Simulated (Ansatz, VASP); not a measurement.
**Se: VASP beside Ansatz**

The input INCAR:

```
  PREC = Accurate
  ENCUT = 520
  EDIFF = 1E-6
  ISMEAR = -1
  SIGMA = 0.05
  LREAL = False
  LASPH = True
  NELM = 80
  ALGO = Normal
  ISIF = 2
  LWAVE = False
  LCHARG = True
  LELF = True
  LVHAR = True
  NBANDS = 13
```

Contents of KPOINTS:

```
Automatic mesh
0
Gamma
  9 9 9
```

File POSCAR:

```
Se
1.0
    0.0000000000      2.9719609764      2.9719609764
    2.9719609764      0.0000000000      2.9719609764
    2.9719609764      2.9719609764      0.0000000000
Se
2
Direct
   -0.1925000000     -0.1025000000     -0.1025000000
    0.1925000000      0.1025000000      0.1025000000
```

Input for Ansatz:

```yaml
crystal:
  lattice:
    - [0.0, 2.9719609764, 2.9719609764]
    - [2.9719609764, 0.0, 2.9719609764]
    - [2.9719609764, 2.9719609764, 0.0]
  atoms:
    - { symbol: Se, position: [-0.1925, -0.1025, -0.1025] }
    - { symbol: Se, position: [0.1925, 0.1025, 0.1025] }
kpoints:
  mp_grid: { grid: [9, 9, 9] }
scf:
  occupations: { method: fermi_dirac, width: 0.05 }
hamiltonian:
  xc: lda
  pseudopotentials: { kind: all_electron, lapw: { basis_error: 0.001 } }
output:
  forces: true
  stress: true
  eigenvalues: true
  populations: true
```

Change from the starting cell: shortest bond scaled by 0.82, LAPW.

Alike in both runs: task single point; functional LDA; k mesh 9 × 9 × 9; occupations fermi-dirac, width 0.05 eV; no spin polarisation.

|  | VASP | Ansatz |
| --- | --- | --- |
| version | VASP 6.6.1 | Ansatz 0.2.0 |
| potentials or method | VASP PAW LDA potentials, release 64 (Se), cutoff 520 eV | all-electron LAPW, scalar-relativistic |

|  | VASP | Ansatz | Ansatz less VASP |
| --- | --- | --- | --- |
| pressure (GPa) | 12.4 | 12.0 | -0.36 |
| traceless stress, the component that is largest in VASP (GPa) | -6.04 | -5.78 | +0.255 |
| rms of the force components (eV/Å) | 1.187 | 1.128 | -0.0589 |

LDA's correlation is that of Perdew and Zunger in VASP and of Perdew and Wang (1992) in Ansatz. Atom by atom the forces differ by 0.059 eV/Å (rms over components). Ansatz ran all-electron here, and VASP with PAW potentials.
